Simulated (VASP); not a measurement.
# Si16C (a cell with a defect) in VASP: molecular dynamics with PBEsol

Aim: the molecular dynamics of Si16C (a cell with a defect) with PBEsol.

Everything below comes from runs of VASP 6.6.1. Logs are shortened: lines on timing, memory, paths and dates and some standing lists are left out, and cuts for length are marked.

## (1) The cell of the first run

The cell holds a defect, 17 atoms: a = 7.679 Å, b = 7.679 Å, c = 7.679 Å, α = 60.00°, β = 60.00°, γ = 60.00°.

## (2) Molecular dynamics, PBEsol, collinear spin, zero start

INCAR

```
SYSTEM = Si16C
PREC = Accurate ; ENCUT = 520
EDIFF = 1E-5 ; ISMEAR = -1
SIGMA = 0.05 ; LREAL = Auto
LASPH = .TRUE. ; NELM = 150
ALGO = Fast ; ISIF = 2
LWAVE = .FALSE. ; LCHARG = .TRUE.
ISPIN = 2 ; MAGMOM = 0 0 0 0 0 0 0 0 0 0 0 0 0 0 0 0 0
LORBIT = 11 ; GGA = PS
IBRION = 0 ; NSW = 40
POTIM = 3.0 ; TEBEG = 2400.0
TEEND = 2400.0 ; ISYM = 0
NELMIN = 4 ; RANDOM_SEED = 649944 0 0
MDALGO = 1 ; ANDERSEN_PROB = 0.0
KPAR = 2 ; NCORE = 2
```

KPOINTS

```
regular mesh
0
G
  2 2 2
  0 0 0
```

POSCAR

```
Si16C
1.0
    0.0000000000      5.4300000000      5.4300000000
    5.4300000000      0.0000000000      5.4300000000
    5.4300000000      5.4300000000      0.0000000000
Si C
16 1
Direct
   -0.0029928900      0.0100560100     -0.0213212400
    0.1063752800      0.1399881000      0.1128559700
   -0.0139347400      0.0107115600      0.4863994500
    0.1046393200      0.1470396400      0.6055708200
   -0.0082583400      0.5131490700     -0.0250655500
    0.1275027100      0.6409055500      0.0795249600
   -0.0289436600      0.5210099900      0.4729894000
    0.1009475800      0.6369724100      0.6017789800
    0.4789518500      0.0337798100     -0.0213699700
    0.6313638200      0.0952193400      0.1315883700
    0.4779393200      0.0099899500      0.4972347500
    0.6123786300      0.1403935000      0.6059630000
    0.5703233600      0.4421474400      0.0713028200
    0.6311631600      0.6672470300      0.1312275900
    0.4743000600      0.5136475400      0.4918246000
    0.5778049600      0.6406822500      0.6295173900
    0.4076507000      0.5837220200      0.9096021300
```

Potentials or basis: VASP PAW PBE potentials, release 64 (Si, C).

Command:

```
$ cat potpaw_PBE.64/Si/POTCAR potpaw_PBE.64/C/POTCAR > POTCAR
$ mpirun -np 4 vasp_std > vasp.out
```

OUTCAR:

```text
SYSTEM = Si16C
   PREC = Accurate
   ENCUT = 520
   EDIFF = 1E-5
   ISMEAR = -1
   LREAL = Auto
   LASPH = .TRUE.
   NELM = 150
   ISIF = 2
   ISPIN = 2
   LORBIT = 11
   GGA = PS
   IBRION = 0
   NSW = 40
   POTIM = 3.0
   TEBEG = 2400.0
   ISYM = 0
   NELMIN = 4

 ion  position               nearest neighbor table
   1  0.997  0.010  0.979-  10 2.31   6 2.32   4 2.34   2 2.34
   2  0.106  0.140  0.113-   9 2.34   5 2.34   3 2.34   1 2.34
   3  0.986  0.011  0.486-   2 2.34  12 2.34   8 2.35   4 2.35
   4  0.105  0.147  0.606-   1 2.34  11 2.34   3 2.35   7 2.35
   5  0.992  0.513  0.975-  14 2.31   6 2.31   2 2.34   8 2.34
   6  0.128  0.641  0.080-  17 1.83   5 2.31   1 2.32   7 2.47  13 2.93
   7  0.971  0.521  0.473-   4 2.35   8 2.35  16 2.47   6 2.47
   8  0.101  0.637  0.602-   5 2.34  15 2.34   3 2.35   7 2.35
   9  0.479  0.034  0.979-  14 2.33  10 2.34   2 2.34  12 2.34
  10  0.631  0.095  0.132-  13 2.29   1 2.31  11 2.31   9 2.34
  11  0.478  0.010  0.497-  10 2.31  16 2.32   4 2.34  12 2.34
  12  0.612  0.140  0.606-   9 2.34  15 2.34   3 2.34  11 2.34
  13  0.570  0.442  0.071-  17 1.77  14 2.29  10 2.29  16 2.93   6 2.93
  14  0.631  0.667  0.131-  13 2.29   5 2.31  15 2.31   9 2.33
  15  0.474  0.514  0.492-  14 2.31  16 2.31  12 2.34   8 2.34
  16  0.578  0.641  0.630-  17 1.83  15 2.31  11 2.32   7 2.47  13 2.93
  17  0.408  0.584  0.910-  13 1.77   6 1.83  16 1.83

IMPORTANT INFORMATION: All symmetrisations will be switched off!
NOSYMM: (Re-)initialisation of all symmetry stuff for point group C_1.

----------------------------------------------------------------------------------------

                                     Primitive cell

  volume of cell :     320.2060

  direct lattice vectors                    reciprocal lattice vectors
     0.000000000  5.430000000  5.430000000    -0.092081031  0.092081031  0.092081031
     5.430000000  0.000000000  5.430000000     0.092081031 -0.092081031  0.092081031
     5.430000000  5.430000000  0.000000000     0.092081031  0.092081031 -0.092081031

  length of vectors
     7.679179644  7.679179644  7.679179644     0.159489025  0.159489025  0.159489025

  position of ions in fractional coordinates (direct lattice)
     0.997007110  0.010056010  0.978678760
     0.106375280  0.139988100  0.112855970
     0.986065260  0.010711560  0.486399450
     0.104639320  0.147039640  0.605570820
     0.991741660  0.513149070  0.974934450
     0.127502710  0.640905550  0.079524960
[... 9 lines left out ...]
     0.577804960  0.640682250  0.629517390
     0.407650700  0.583722020  0.909602130

  ion indices of the primitive-cell ions
   primitive index   ion index
                 1           1
                 2           2
                 3           3
                 4           4
                 5           5
                 6           6
[... 9 lines left out ...]
                16          16
                17          17

----------------------------------------------------------------------------------------

 KPOINTS: regular mesh

Automatic generation of k-mesh.
 Grid dimensions read from file:
 generate k-points for:    2    2    2

 Generating k-lattice:

  Cartesian coordinates                     Fractional coordinates (reciprocal lattice)
    -0.046040516  0.046040516  0.046040516     0.500000000  0.000000000  0.000000000
     0.046040516 -0.046040516  0.046040516     0.000000000  0.500000000  0.000000000
     0.046040516  0.046040516 -0.046040516     0.000000000  0.000000000  0.500000000

  Length of vectors
     0.079744512  0.079744512  0.079744512

  Shift w.r.t. Gamma in fractional coordinates (k-lattice)
     0.000000000  0.000000000  0.000000000

 Subroutine IBZKPT returns following result:
 ===========================================

 Found      8 irreducible k-points:

 Following reciprocal coordinates:
            Coordinates               Weight
  0.000000  0.000000  0.000000      1.000000
  0.500000  0.000000  0.000000      1.000000
  0.000000  0.500000  0.000000      1.000000
  0.000000  0.000000  0.500000      1.000000
  0.500000  0.500000  0.500000      1.000000
  0.500000  0.500000  0.000000      1.000000
  0.000000  0.500000  0.500000      1.000000
  0.500000  0.000000  0.500000      1.000000
   k-points           NKPTS =      8   k-points in BZ     NKDIM =      8   number of bands    NBANDS=     43
   number of dos      NEDOS =    301   number of ions     NIONS =     17
   total plane-waves  NPLWV = 216000
   dimension x,y,z NGX =    60 NGY =   60 NGZ =   60
   dimension x,y,z NGXF=   120 NGYF=  120 NGZF=  120
   ions per type =              16   1
   NGX,Y,Z   is equivalent  to a cutoff of  12.99, 12.99, 12.99 a.u.
   NGXF,Y,Z  is equivalent  to a cutoff of  25.98, 25.98, 25.98 a.u.
 SYSTEM =  Si16C
   PREC   = accura    normal or accurate (medium, high low for compatibility)
   ISTART =      0    job   : 0-new  1-cont  2-samecut
   ICHARG =      2    charge: 1-file 2-atom 10-const
   ISPIN  =      2    spin polarized calculation?
   LNONCOLLINEAR =      F non collinear calculations
   LSORBIT =      F    spin-orbit coupling
   LASPH  =      T    aspherical Exc in radial PAW
   ENCUT  =  520.0 eV  38.22 Ry    6.18 a.u.  14.28 14.28 14.28*2*pi/ulx,y,z
   NELM   =    150;   NELMIN=  4; NELMDL= -5     # of ELM steps
   EDIFF  = 0.1E-04   stopping-criterion for ELM
   LREAL  =      T    real-space projection
   EDIFFG = 0.1E-03   stopping-criterion for IOM
   NSW    =     40    number of steps for IOM
   IBRION =      0    ionic relax: 0-MD 1-quasi-New 2-CG
   NFREE  =      0    steps in history (QN), initial steepest desc. (CG)
   ISIF   =      2    stress and relaxation
   ISYM   =      0    0-nonsym 1-usesym 2-fastsym
   POTIM  = 3.0000    time-step for ionic-motion
   TEBEG  = 2400.0;   TEEND  =2400.0 temperature during run
   PSTRESS=    0.0 pullay stress
   NELECT =      68.0000    total number of electrons
   NUPDOWN=      -1.0000    fix difference up-down
   EMIN   =  10.00;   EMAX   =-10.00  energy-range for DOS
   EFERMI =   0.00;   METHOD = LEGACY
   ISMEAR =    -1;   SIGMA  =   0.05  broadening in eV -4-tet -1-fermi 0-gaus
   EFERMI_NEDOS =   21; number of points for ismear=-14 and -15
   IALGO  =     68    algorithm
   IMIX   =      4    mixing-type and parameters
     AMIX     =   0.40;   BMIX     =  1.00
     AMIX_MAG =   1.60;   BMIX_MAG =  1.00
  volume/ion in A,a.u.               =      18.84       127.11
  Fermi-wavevector in a.u.,A,eV,Ry     =   0.976715  1.845724 12.979587  0.953973
  Thomas-Fermi vector in A             =   2.107356
   LORBIT       =     11    0 simple, 1 ext, 2 COOP (PROOUT), +10 PAW based schemes
   GGA     = PS    functional components
   LHFCALC =     F    Hartree Fock is set to
   AEXX    =    0.0000 exact exchange contribution
   IVDW    =     0    specifies the selected vdW correction
   LEPSILON=     F    determine dielectric tensor
   LRPA    =     F    only Hartree local field effects (RPA)
 molecular dynamics for ions
 spin polarized calculation
 RMM-DIIS sequential band-by-band and
  energy-cutoff  :      520.00
  volume of cell :      320.21
 maximum number of plane-waves:      8646
 NGX is ok and might be reduce to    60
   NGX = 29   NGY = 29   NGZ = 29

--------------------------------------- Ionic step        1  -------------------------------------------

 number of electron      68.0000000 magnetization      -0.0000057

 number of electron      68.0000000 magnetization       0.0000313

 Free energy of the ion-electron system (eV)
  ---------------------------------------------------
  ext. energy  EPLUGINS =         0.00000000
  ---------------------------------------------------
  free energy    TOTEN  =       -96.87851537 eV

  energy without entropy =      -96.84899950  energy(sigma->0) =      -96.86375743

------------------------ aborting loop because EDIFF is reached ----------------------------------------

  FORCE on cell =-STRESS in cart. coord.  units (eV):
  Direction    XX          YY          ZZ          XY          YZ          ZX
  --------------------------------------------------------------------------------------
  -------------------------------------------------------------------------------------
  Total        2.8148732      9.4336755      2.8165606     -0.0382267     -0.0088381      2.5217480
  in kB       14.0844514     47.2021771     14.0928946     -0.1912703     -0.0442222     12.6177752
  external PRESSURE =      25.1265077 kB  Pullay stress =       0.0000000 kB
[... 164 lines left out ...]
  ENERGY OF THE ELECTRON-ION-THERMOSTAT SYSTEM (eV)
  ---------------------------------------------------
% ion-electron   TOTEN  =       -95.895060  see above
  kinetic energy EKIN   =         4.002222
  kin. lattice  EKIN_LAT=         0.000000  (temperature 1935.15 K)
  nose potential ES     =         0.000000
  nose kinetic   EPS    =         0.000000
  ---------------------------------------------------
  total energy   ETOTAL =       -91.892838 eV

[... ionic steps 4 to 37 ...]

--------------------------------------- Ionic step       38  -------------------------------------------

 number of electron      68.0000000 magnetization       0.0000076

 number of electron      68.0000000 magnetization      -0.0000099
[... 119 lines left out ...]
--------------------------------------- Ionic step       40  -------------------------------------------

 number of electron      68.0000000 magnetization       0.0000133

 Free energy of the ion-electron system (eV)
  ---------------------------------------------------
  ext. energy  EPLUGINS =         0.00000000
  ---------------------------------------------------
  free energy    TOTEN  =       -94.28746967 eV

  energy without entropy =      -94.26258884  energy(sigma->0) =      -94.27502926

 E-fermi :   6.1915     XC(G=0):  -9.7741

 val. band max:        6.1851470004   @ k =   0.5000   0.0000   0.5000
 cond. band min:       6.2193494081   @ k =   0.0000   0.5000   0.0000
 fundamental gap:      0.0342024077
 Fermi energy:         6.1914876816

 spin component 1

 k-point     1 :       0.0000    0.0000    0.0000
  band No.  band energies     occupation
      1      -6.9375      1.00000
      2      -5.2693      1.00000
      3      -3.9664      1.00000
      4      -3.8761      1.00000
      5      -3.5037      1.00000
      6      -3.2309      1.00000
[... 357 lines left out ...]
     42       8.5356      0.00000
     43       9.0408      0.00000
 Fermi energy:         6.1914876816

 spin component 2

 k-point     1 :       0.0000    0.0000    0.0000
  band No.  band energies     occupation
      1      -6.9375      1.00000
      2      -5.2693      1.00000
      3      -3.9664      1.00000
      4      -3.8761      1.00000
      5      -3.5037      1.00000
      6      -3.2309      1.00000
[... 407 lines left out ...]
  ENERGY OF THE ELECTRON-ION-THERMOSTAT SYSTEM (eV)
  ---------------------------------------------------
% ion-electron   TOTEN  =       -94.287470  see above
  kinetic energy EKIN   =         2.402459
  kin. lattice  EKIN_LAT=         0.000000  (temperature 1161.63 K)
  nose potential ES     =         0.000000
  nose kinetic   EPS    =         0.000000
  ---------------------------------------------------
  total energy   ETOTAL =       -91.885011 eV

 total charge

# of ion       s       p       d       tot
------------------------------------------
    1        0.761   0.921   0.000   1.683
    2        0.755   0.911   0.000   1.666
    3        0.751   1.009   0.000   1.760
    4        0.750   0.991   0.000   1.741
    5        0.774   0.860   0.000   1.634
    6        0.758   0.871   0.000   1.629
[... 9 lines left out ...]
   16        0.756   0.880   0.000   1.636
   17        0.901   1.474   0.000   2.375
--------------------------------------------------
tot         13.154  15.695   0.000  28.849

 magnetization (x)

# of ion       s       p       d       tot
------------------------------------------
    1        0.000  -0.000   0.000  -0.000
    2       -0.000  -0.000   0.000  -0.000
    3       -0.000  -0.000   0.000  -0.000
    4       -0.000  -0.000   0.000  -0.000
    5        0.000   0.000   0.000   0.000
    6       -0.000   0.000   0.000   0.000
[... 9 lines left out ...]
   16       -0.000  -0.000   0.000  -0.000
   17       -0.000   0.000   0.000   0.000
--------------------------------------------------
tot         -0.000  -0.000   0.000  -0.000
```

Wall time 47 min (4 MPI ranks of Oxide Virtual Turin-like, shared host); peak memory 0.55 GiB.

What came out:

* Valence electrons inside the program's atomic spheres: Si 1.68, 1.67, 1.76, 1.74, 1.63, 1.70, 1.65, 1.60, 1.62, 1.59, 1.66, 1.64 (each value once); C 2.38

Step by step:
| step | potential energy change (eV) | largest force (eV/Å) | pressure (GPa) | volume (Å³) | temperature (K) |
| --- | --- | --- | --- | --- | --- |
| 1 | 0.0000 | 0.0584 | 2.51 | 320.21 | 2401 |
| 2 | 0.2677 | 1.3200 | 2.97 | 320.21 | 2274 |
| 3 | 0.9835 | 2.4066 | 3.85 | 320.21 | 1935 |
| 4 | 1.8982 | 3.4547 | 4.83 | 320.21 | 1502 |
| 5 | 2.7165 | 4.4078 | 5.60 | 320.21 | 1113 |
| 6 | 3.2272 | 4.8434 | 5.94 | 320.21 | 868 |
| 7 | 3.3631 | 4.6367 | 5.79 | 320.21 | 799 |
| 8 | 3.1966 | 3.8910 | 5.24 | 320.21 | 876 |
| 9 | 2.8591 | 3.3092 | 4.41 | 320.21 | 1036 |
| 10 | 2.4607 | 2.9050 | 3.43 | 320.21 | 1226 |
| 11 | 2.0844 | 2.5670 | 2.41 | 320.21 | 1406 |
| 12 | 1.8079 | 2.3774 | 1.47 | 320.21 | 1538 |
| 13 | 1.6846 | 2.1273 | 0.75 | 320.21 | 1598 |
| 14 | 1.7168 | 2.6144 | 0.27 | 320.21 | 1584 |
| 15 | 1.8680 | 2.8673 | 0.05 | 320.21 | 1512 |
| 16 | 2.0972 | 2.9279 | 0.05 | 320.21 | 1402 |
| 17 | 2.3772 | 3.3284 | 0.24 | 320.21 | 1267 |
| 18 | 2.6888 | 3.4145 | 0.55 | 320.21 | 1117 |
| 19 | 3.0023 | 3.1843 | 0.91 | 320.21 | 967 |
| 20 | 3.2550 | 3.4112 | 1.18 | 320.21 | 848 |
| 21 | 3.3543 | 3.8543 | 1.21 | 320.21 | 802 |
| 22 | 3.2305 | 3.8746 | 0.89 | 320.21 | 861 |
| 23 | 2.9072 | 3.5069 | 0.26 | 320.21 | 1014 |
| 24 | 2.5163 | 2.9047 | -0.53 | 320.21 | 1197 |
| 25 | 2.2342 | 2.1455 | -1.23 | 320.21 | 1330 |
| 26 | 2.1849 | 1.7759 | -1.65 | 320.21 | 1353 |
| 27 | 2.3815 | 2.4730 | -1.71 | 320.21 | 1261 |
| 28 | 2.7227 | 3.1857 | -1.51 | 320.21 | 1102 |
| 29 | 3.0457 | 3.3872 | -1.26 | 320.21 | 949 |
| 30 | 3.2346 | 2.9616 | -1.08 | 320.21 | 858 |
| 31 | 3.2768 | 3.2026 | -0.97 | 320.21 | 836 |
| 32 | 3.2179 | 3.2932 | -0.89 | 320.21 | 863 |
| 33 | 3.1092 | 3.1264 | -0.76 | 320.21 | 914 |
| 34 | 3.0018 | 2.8920 | -0.58 | 320.21 | 964 |
| 35 | 2.9406 | 3.0263 | -0.37 | 320.21 | 994 |
| 36 | 2.9244 | 3.2190 | -0.22 | 320.21 | 1004 |
| 37 | 2.8801 | 3.6045 | -0.25 | 320.21 | 1027 |
| 38 | 2.7616 | 2.9475 | -0.52 | 320.21 | 1082 |
| 39 | 2.6372 | 2.9929 | -0.92 | 320.21 | 1139 |
| 40 | 2.5910 | 3.0916 | -1.24 | 320.21 | 1162 |

Caveat: the k points lie up to 0.50 Å⁻¹ apart; the PAW data sets were made with another functional, which shifts forces and pressure a little.
